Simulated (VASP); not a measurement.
A run of VASP 6.6.1 is set up as follows.

Contents of INCAR:

```
SYSTEM = SrO
  ALGO = Normal
  EDIFF = 1E-6
  ENCUT = 600
  GGA = LIBXC
  GGA_COMPAT = .FALSE.
  ISIF = 2
  ISMEAR = 1
  LASPH = .TRUE.
  LCHARG = .TRUE.
  LELF = .TRUE.
  LIBXC1 = GGA_X_B88
  LIBXC2 = GGA_C_PBE
  LREAL = .FALSE.
  LVHAR = .TRUE.
  LWAVE = .FALSE.
  NBANDS = 15
  NELM = 120
  PREC = Accurate
  SIGMA = 0.1
```

Contents of KPOINTS:

```
k-points
0
G
  9 9 9
  0 0 0
```

The input POSCAR:

```
SrO
1.0
    0.0000000000      2.5490759911      2.5490759911
    2.5490759911      0.0000000000      2.5490759911
    2.5490759911      2.5490759911      0.0000000000
Sr O
1 1
Direct
    0.5000000000      0.5000000000      0.5000000000
    0.0000000000      0.0000000000      0.0000000000
```

Potentials or basis: VASP PAW PBE potentials, release 64 (Sr_sv, O).

Launch:

```sh
$ cat potpaw_PBE.64/Sr_sv/POTCAR potpaw_PBE.64/O/POTCAR > POTCAR
$ mpirun -np 1 vasp_std > vasp.out
```

(1) What does it give for the pressure?

(2) What does it give for the band gap on the k mesh?

Answers

(1) 5.8 GPa.

(2) 3.34 eV (least direct gap 3.42 eV).

Caveat: the cell stands under pressure; the PAW data sets were made with another functional, which shifts forces and pressure a little; an odd mesh through Γ misses points on the zone boundary, where band edges can lie.
